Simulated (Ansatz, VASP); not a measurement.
## Ge: VASP beside Ansatz

```
CELL_PARAMETERS angstrom
3.99697 0.00000 0.00000
-1.99848 3.44417 0.00000
0.00000 0.00000 6.59637
ATOMIC_POSITIONS crystal
Ge 0.66667 0.33333 0.06291
Ge 0.33333 0.66667 0.56291
Ge 0.66667 0.33333 0.43709
Ge 0.33333 0.66667 0.93709
```

Change from the starting cell: strain -0.0050 x Voigt [0, 1, 0, 0, 0, 0], atoms carried along.

Alike in both runs: task single point; functional PBEsol; k mesh 12 × 12 × 8; occupations gaussian, width 0.15 eV; no spin polarisation.

|  | VASP | Ansatz |
| --- | --- | --- |
| version | VASP 6.6.1 | Ansatz 0.2.0 |
| potentials or method | VASP PAW PBE potentials, release 64 (Ge_d), cutoff 520 eV | scalar-relativistic, plane waves, PAW |
| valence electrons in the cell | 56 | 56 |

```tsv
	VASP	Ansatz	Ansatz less VASP
gap on the k mesh at the Fermi level (eV)	none	none	-
pressure (GPa)	0.3	0.3	+0.07
traceless stress, the component that is largest in VASP (GPa)	0.51	0.50	-0.002
rms of the force components (eV/Å)	0.025	0.025	+0.0002
```

VASP's potentials were made for PBE, not for PBEsol. Atom by atom the forces differ by 0.000 eV/Å (rms over components). A gap of «none» marks a metal or a gap that the smearing closes.
